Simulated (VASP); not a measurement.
# SiGe3 (P-4m2) in VASP: a series of runs

Runs on SiGe3. Level: PBE. Tasks: single point, relaxation of cell and atoms.

All numbers are computed with VASP 6.6.1; they aren't measurements. Logs are shortened: lines on timing, memory, paths and dates and some standing lists are left out, and cuts for length are marked.

## (1) The cell of the first run

Symmetry: P-4m2, No. 115, tetragonal system. Conventional cell: a = 3.724 Å, b = 3.724 Å, c = 5.267 Å, α = 90.00°, β = 90.00°, γ = 90.00°. Si (site symmetry -4m2) has 4 Ge at 2.28 Å within 3.0 Å. Within 3.0 Å of Ge (site symmetry -4m2) lie 4 Ge at 2.28 Å. Within 3.0 Å of Ge (site symmetry 2mm) lie 2 Si at 2.28 Å and 2 Ge at 2.28 Å.

## (2) Single point, PBE

The input, INCAR:

```
SYSTEM = SiGe3
PREC = Accurate
ENCUT = 520
EDIFF = 1E-7
ISMEAR = 0
SIGMA = 0.1
LREAL = .FALSE.
LASPH = .TRUE.
NELM = 80
ALGO = Normal
ISIF = 2
LWAVE = .FALSE.
LCHARG = .TRUE.
GGA = PE
LELF = .TRUE.
LVHAR = .TRUE.
NBANDS = 31
```

The input, KPOINTS:

```
Automatic mesh
0
G
  6 6 4
  0 0 0
```

The input, POSCAR:

```
SiGe3
1.0
    3.7242034000      0.0000000000      0.0000000000
    0.0000000000      3.7242034000      0.0000000000
    0.0000000000      0.0000000000      5.2668189500
Si Ge
1 3
Direct
    0.5000000000      0.5000000000      0.5000000000
    0.0000000000      0.0000000000      0.0000000000
    0.5000000000      0.0000000000      0.7500000000
    0.0000000000      0.5000000000      0.2500000000
```

Potentials or basis: VASP PAW PBE potentials, release 64 (Si, Ge_d).

On the command line:

```console
$ cat potpaw_PBE.64/Si/POTCAR potpaw_PBE.64/Ge_d/POTCAR > POTCAR
$ mpirun -np 1 vasp_std > vasp.out
```

OUTCAR:

```text
SYSTEM = SiGe3
   PREC = Accurate
   ENCUT = 520
   EDIFF = 1E-7
   ISMEAR = 0
   LREAL = .FALSE.
   LASPH = .TRUE.
   NELM = 80
   ISIF = 2
   GGA = PE

 ion  position               nearest neighbor table
   1  0.500  0.500  0.500-   3 2.28   4 2.28   3 2.28   4 2.28
   2  0.000  0.000  0.000-   3 2.28   4 2.28   4 2.28   3 2.28
   3  0.500  0.000  0.750-   1 2.28   2 2.28   1 2.28   2 2.28
   4  0.000  0.500  0.250-   1 2.28   2 2.28   2 2.28   1 2.28

  LATTYP: Found a simple tetragonal cell.
 ALAT       =     3.7242034000
 C/A-ratio  =     1.4142135604

  Lattice vectors:

 A1 = (   3.7242034000,   0.0000000000,   0.0000000000)
 A2 = (   0.0000000000,   3.7242034000,   0.0000000000)
 A3 = (   0.0000000000,   0.0000000000,   5.2668189500)

Analysis of symmetry for initial positions (statically):
=====================================================================
 Subroutine PRICEL returns:
 Original cell was already a primitive cell.

 Routine SETGRP: Setting up the symmetry group for a
 simple tetragonal supercell.

 Subroutine GETGRP returns: Found  8 space group operations
 (whereof  8 operations were pure point group operations)
 out of a pool of 16 trial point group operations.

The static configuration has the point symmetry D_2d.

Analysis of symmetry for dynamics (positions and initial velocities):
=====================================================================
 Subroutine PRICEL returns:
 Original cell was already a primitive cell.

 Routine SETGRP: Setting up the symmetry group for a
 simple tetragonal supercell.

 Subroutine GETGRP returns: Found  8 space group operations
 (whereof  8 operations were pure point group operations)
 out of a pool of 16 trial point group operations.

The dynamic configuration has the point symmetry D_2d.

 Subroutine INISYM returns: Found  8 space group operations
 (whereof  8 operations are pure point group operations),
 and found     1 'primitive' translations

----------------------------------------------------------------------------------------

                                     Primitive cell

  volume of cell :      73.0492

  direct lattice vectors                    reciprocal lattice vectors
     3.724203400  0.000000000  0.000000000     0.268513798  0.000000000  0.000000000
     0.000000000  3.724203400  0.000000000     0.000000000  0.268513798  0.000000000
     0.000000000  0.000000000  5.266818950     0.000000000  0.000000000  0.189867928

  length of vectors
     3.724203400  3.724203400  5.266818950     0.268513798  0.268513798  0.189867928

  position of ions in fractional coordinates (direct lattice)
     0.500000000  0.500000000  0.500000000
     0.000000000  0.000000000  0.000000000
     0.500000000  0.000000000  0.750000000
     0.000000000  0.500000000  0.250000000

  ion indices of the primitive-cell ions
   primitive index   ion index
                 1           1
                 2           2
                 3           3
                 4           4

----------------------------------------------------------------------------------------

 KPOINTS: Automatic mesh

Automatic generation of k-mesh.
 Grid dimensions read from file:
 generate k-points for:    6    6    4

 Generating k-lattice:

  Cartesian coordinates                     Fractional coordinates (reciprocal lattice)
     0.044752300  0.000000000  0.000000000     0.166666667  0.000000000  0.000000000
     0.000000000  0.044752300  0.000000000     0.000000000  0.166666667  0.000000000
     0.000000000  0.000000000  0.047466982     0.000000000  0.000000000  0.250000000

  Length of vectors
     0.044752300  0.044752300  0.047466982

  Shift w.r.t. Gamma in fractional coordinates (k-lattice)
     0.000000000  0.000000000  0.000000000

 Subroutine IBZKPT returns following result:
 ===========================================

 Found     30 irreducible k-points:

 Following reciprocal coordinates:
            Coordinates               Weight
  0.000000  0.000000  0.000000      1.000000
  0.166667  0.000000  0.000000      4.000000
  0.333333  0.000000  0.000000      4.000000
  0.500000  0.000000  0.000000      2.000000
  0.166667  0.166667  0.000000      4.000000
  0.333333  0.166667  0.000000      8.000000
[... 16 lines left out ...]
  0.333333  0.000000  0.500000      4.000000
  0.500000  0.000000  0.500000      2.000000
 [... further k-points ...]
   k-points           NKPTS =     30   k-points in BZ     NKDIM =     30   number of bands    NBANDS=     31
   number of dos      NEDOS =    301   number of ions     NIONS =      4
   total plane-waves  NPLWV =  31360
   dimension x,y,z NGX =    28 NGY =   28 NGZ =   40
   dimension x,y,z NGXF=    56 NGYF=   56 NGZF=   80
   ions per type =               1   3
   NGX,Y,Z   is equivalent  to a cutoff of  12.50, 12.50, 12.63 a.u.
   NGXF,Y,Z  is equivalent  to a cutoff of  25.00, 25.00, 25.25 a.u.
 SYSTEM =  SiGe3
   PREC   = accura    normal or accurate (medium, high low for compatibility)
   ISTART =      0    job   : 0-new  1-cont  2-samecut
   ICHARG =      2    charge: 1-file 2-atom 10-const
   ISPIN  =      1    spin polarized calculation?
   LNONCOLLINEAR =      F non collinear calculations
   LSORBIT =      F    spin-orbit coupling
   LASPH  =      T    aspherical Exc in radial PAW
   ENCUT  =  520.0 eV  38.22 Ry    6.18 a.u.   6.92  6.92  9.79*2*pi/ulx,y,z
   NELM   =     80;   NELMIN=  2; NELMDL= -5     # of ELM steps
   EDIFF  = 0.1E-06   stopping-criterion for ELM
   LREAL  =      F    real-space projection
   EDIFFG = 0.1E-05   stopping-criterion for IOM
   NSW    =      0    number of steps for IOM
   IBRION =     -1    ionic relax: 0-MD 1-quasi-New 2-CG
   NFREE  =      0    steps in history (QN), initial steepest desc. (CG)
   ISIF   =      2    stress and relaxation
   ISYM   =      2    0-nonsym 1-usesym 2-fastsym
   POTIM  = 0.5000    time-step for ionic-motion
   TEBEG  =    0.0;   TEEND  =   0.0 temperature during run
   PSTRESS=    0.0 pullay stress
   NELECT =      46.0000    total number of electrons
   NUPDOWN=      -1.0000    fix difference up-down
   EMIN   =  10.00;   EMAX   =-10.00  energy-range for DOS
   EFERMI =   0.00;   METHOD = LEGACY
   ISMEAR =     0;   SIGMA  =   0.10  broadening in eV -4-tet -1-fermi 0-gaus
   EFERMI_NEDOS =   21; number of points for ismear=-14 and -15
   IALGO  =     38    algorithm
   IMIX   =      4    mixing-type and parameters
     AMIX     =   0.40;   BMIX     =  1.00
     AMIX_MAG =   1.60;   BMIX_MAG =  1.00
  volume/ion in A,a.u.               =      18.26       123.24
  Fermi-wavevector in a.u.,A,eV,Ry     =   1.403209  2.651681 26.789813  1.968996
  Thomas-Fermi vector in A             =   2.525894
   LORBIT       =      0    0 simple, 1 ext, 2 COOP (PROOUT), +10 PAW based schemes
   GGA     = PE    functional components
   LHFCALC =     F    Hartree Fock is set to
   AEXX    =    0.0000 exact exchange contribution
   IVDW    =     0    specifies the selected vdW correction
   LEPSILON=     F    determine dielectric tensor
   LRPA    =     F    only Hartree local field effects (RPA)
 non-spin polarized calculation
 Gauss-broadening in eV      SIGMA  =   0.10
  energy-cutoff  :      520.00
  volume of cell :       73.05
 maximum number of plane-waves:      1984
 NGX is ok and might be reduce to    28
   NGX = 13   NGY = 13   NGZ = 19

 number of electron      45.9999995 magnetization

 Free energy of the ion-electron system (eV)
  ---------------------------------------------------
  ext. energy  EPLUGINS =         0.00000000
  ---------------------------------------------------
  free energy    TOTEN  =       -17.69513759 eV

  energy without entropy =      -17.69480249  energy(sigma->0) =      -17.69497004

 E-fermi :   7.3292     XC(G=0): -10.6839

 val. band max:        7.2021804311   @ k =   0.0000   0.0000   0.0000
 cond. band min:       7.4594478623   @ k =   0.0000   0.0000   0.2500
 fundamental gap:      0.2572674312
 Fermi energy:         7.3291916734

 k-point     1 :       0.0000    0.0000    0.0000
  band No.  band energies     occupation
      1     -17.8992      2.00000
      2     -17.8992      2.00000
      3     -17.8392      2.00000
      4     -17.8029      2.00000
      5     -17.7552      2.00000
      6     -17.5671      2.00000
[... 23 lines left out ...]
     30      14.4981      0.00000
     31      16.3451      0.00000

 k-point     2 :       0.1667    0.0000    0.0000
  band No.  band energies     occupation
      1     -17.9110      2.00000
      2     -17.9016      2.00000
      3     -17.8367      2.00000
      4     -17.7797      2.00000
      5     -17.7544      2.00000
      6     -17.5697      2.00000
[... 23 lines left out ...]
     30      14.9436      0.00000
     31      15.6743      0.00000

 k-point     3 :       0.3333    0.0000    0.0000
  band No.  band energies     occupation
      1     -17.9088      2.00000
      2     -17.9062      2.00000
      3     -17.8461      2.00000
      4     -17.7558      2.00000
      5     -17.7533      2.00000
      6     -17.5739      2.00000
[... 23 lines left out ...]
     30      13.8612      0.00000
     31      14.7050      0.00000

 k-point     4 :       0.5000    0.0000    0.0000
  band No.  band energies     occupation
      1     -17.9083      2.00000
      2     -17.8906      2.00000
      3     -17.8652      2.00000
      4     -17.7531      2.00000
      5     -17.7529      2.00000
      6     -17.5749      2.00000
[... 23 lines left out ...]
     30      13.4771      0.00000
     31      13.5230      0.00000

 k-point     5 :       0.1667    0.1667    0.0000
  band No.  band energies     occupation
      1     -17.9173      2.00000
      2     -17.9077      2.00000
      3     -17.8325      2.00000
      4     -17.7594      2.00000
      5     -17.7523      2.00000
      6     -17.5742      2.00000
[... 23 lines left out ...]
     30      14.3663      0.00000
     31      14.5185      0.00000
[... 542 lines left out ...]
     30      13.9901      0.00000
     31      13.9901      0.00000

 k-point    22 :       0.1667    0.0000    0.5000
  band No.  band energies     occupation
      1     -17.9105      2.00000
      2     -17.9012      2.00000
      3     -17.8374      2.00000
      4     -17.7803      2.00000
      5     -17.7543      2.00000
      6     -17.5677      2.00000
[... 23 lines left out ...]
     30      12.7746      0.00000
     31      13.0077      0.00000

 k-point    23 :       0.3333    0.0000    0.5000
  band No.  band energies     occupation
      1     -17.9079      2.00000
      2     -17.9047      2.00000
      3     -17.8466      2.00000
      4     -17.7564      2.00000
      5     -17.7553      2.00000
      6     -17.5742      2.00000
[... 23 lines left out ...]
     30      14.3665      0.00000
     31      14.8437      0.00000

 k-point    24 :       0.5000    0.0000    0.5000
  band No.  band energies     occupation
      1     -17.9064      2.00000
      2     -17.8893      2.00000
      3     -17.8656      2.00000
      4     -17.7558      2.00000
      5     -17.7535      2.00000
      6     -17.5767      2.00000
[... 23 lines left out ...]
     30      14.4916      0.00000
     31      14.5377      0.00000

 [... further k-points ...]

------------------------ aborting loop because EDIFF is reached ----------------------------------------

  FORCE on cell =-STRESS in cart. coord.  units (eV):
  Direction    XX          YY          ZZ          XY          YZ          ZX
  --------------------------------------------------------------------------------------
  -------------------------------------------------------------------------------------
  Total       11.5332013     11.5332013     11.2853989      0.0000000      0.0000000      0.0000000
  in kB      252.9561712    252.9561712    247.5211545      0.0000000      0.0000000      0.0000000
  external PRESSURE =     251.1444990 kB  Pullay stress =       0.0000000 kB

 VOLUME and BASIS-vectors are now :
 -----------------------------------------------------------------------------
  energy-cutoff  :      520.00
  volume of cell :       73.05
      direct lattice vectors                 reciprocal lattice vectors
     3.724203400  0.000000000  0.000000000     0.268513798  0.000000000  0.000000000
     0.000000000  3.724203400  0.000000000     0.000000000  0.268513798  0.000000000
     0.000000000  0.000000000  5.266818950     0.000000000  0.000000000  0.189867928

 POSITION                                       TOTAL-FORCE (eV/Angst)
 -----------------------------------------------------------------------------------
      1.86210      1.86210      2.63341        -0.000000     -0.000000      0.000000
      0.00000      0.00000      0.00000        -0.000000      0.000000      0.000000
      1.86210      0.00000      3.95011        -0.000000      0.000000     -0.802698
      0.00000      1.86210      1.31670         0.000000      0.000000      0.802698
 -----------------------------------------------------------------------------------
    total drift:                                0.000000     -0.000000     -0.000000

  FREE ENERGIE OF THE ION-ELECTRON SYSTEM (eV)
  ---------------------------------------------------
  free  energy   TOTEN  =       -17.6951375899 eV

  energy  without entropy=      -17.6948024903  energy(sigma->0) =      -17.69497004
```

Run time: 23 s. Hardware: 1 thread of Intel Xeon 6975P-C (Granite Rapids), shared host; peak memory 0.2 GiB.

Results:

```yaml
Free_energy: -17.6951 eV
Pressure: 25.1 GPa
Largest_force: 0.803 eV/Å
Band_gap_on_the_k_mesh: 0.26 eV (least direct gap 0.39 eV)
```

Forces in eV/Å, atoms in the order of the input:
```
Si   0.000  0.000  0.000
Ge   0.000  0.000  0.000
Ge   0.000  0.000 -0.803
Ge   0.000  0.000  0.803
```

Caveat: the cell stands under pressure. A k mesh can miss the band edges.

## (3) Single point, PBE

This run uses another cell than the first one, of 22.85 Å³/atom.

The input, INCAR:

```
SYSTEM = SiGe3
ALGO     = Normal         ! electronic algorithm
EDIFF    = 1E-6           ! SCF threshold, eV
ENCUT    = 520            ! plane-wave cutoff, eV
GGA      = PE             ! functional
ISIF     = 2              ! what is computed and relaxed
ISMEAR   = 0              ! smearing method
LASPH    = .TRUE.         ! aspherical terms in the spheres
LCHARG   = .FALSE.        ! write CHGCAR
LREAL    = .FALSE.        ! projectors in reciprocal space
LWAVE    = .FALSE.        ! write WAVECAR
NBANDS   = 31             ! bands
NELM     = 60             ! most SCF steps
PREC     = Accurate       ! precision mode
SIGMA    = 0.1            ! smearing width, eV
```

The input, KPOINTS:

```
k-points
0
G
  6 6 4
  0 0 0
```

The input, POSCAR:

```
SiGe3
1.0
    4.0164051081      0.0000000000      0.0000000000
    0.0000000000      4.0164051081      0.0000000000
    0.0000000000      0.0000000000      5.6662797265
Si Ge
1 3
Direct
    0.5000000000      0.5000000000      0.5000000000
    0.0000000000      0.0000000000      0.0000000000
    0.5000000000      0.0000000000      0.7435033511
    0.0000000000      0.5000000000      0.2564966489
```

Potentials or basis: VASP PAW PBE potentials, release 64 (Si, Ge_d).

On the command line:

```console
$ cat potpaw_PBE.64/Si/POTCAR potpaw_PBE.64/Ge_d/POTCAR > POTCAR
$ mpirun -np 1 vasp_std > vasp.out
```

Run time: 27 s. Hardware: 1 thread of Intel Xeon 6975P-C (Granite Rapids), shared host; peak memory 0.22 GiB.

The run converged. Its results:

- Free energy: -18.8887 eV
- Pressure: 0.0 GPa
- Largest force: 0.004 eV/Å
- Band gap on the k mesh: 0.17 eV (least direct gap 0.42 eV)

Forces in eV/Å, atoms in the order of the input:
```
Si   0.000  0.000  0.000
Ge   0.000  0.000  0.000
Ge   0.000  0.000 -0.004
Ge   0.000  0.000  0.004
```

Stress tensor (GPa, compression positive):
```
 0.01  0.00  0.00
 0.00  0.01  0.00
 0.00  0.00 -0.13
```

Levels at points of the mesh, in eV from the valence-band top:
```tsv
k point	band 21	band 22	band 23	band 24	band 25	band 26
(0.00, 0.00, 0.00)	-0.04	0.00	0.00	0.42	0.73	0.90
(0.50, 0.00, 0.00)	-3.61	-1.59	-1.26	1.88	2.19	4.57
(0.50, 0.50, 0.00)	-2.89	-2.89	-2.81	0.54	0.74	0.74
(0.00, 0.00, 0.50)	-2.09	-1.77	-1.77	0.85	1.25	2.77
(0.50, 0.00, 0.50)	-1.32	-1.28	-1.13	0.17	0.61	3.40
(0.50, 0.50, 0.50)	-3.72	-3.70	-3.70	4.18	4.18	4.37
```

A k mesh can miss the band edges.

(Continued in part 2 of 2.)
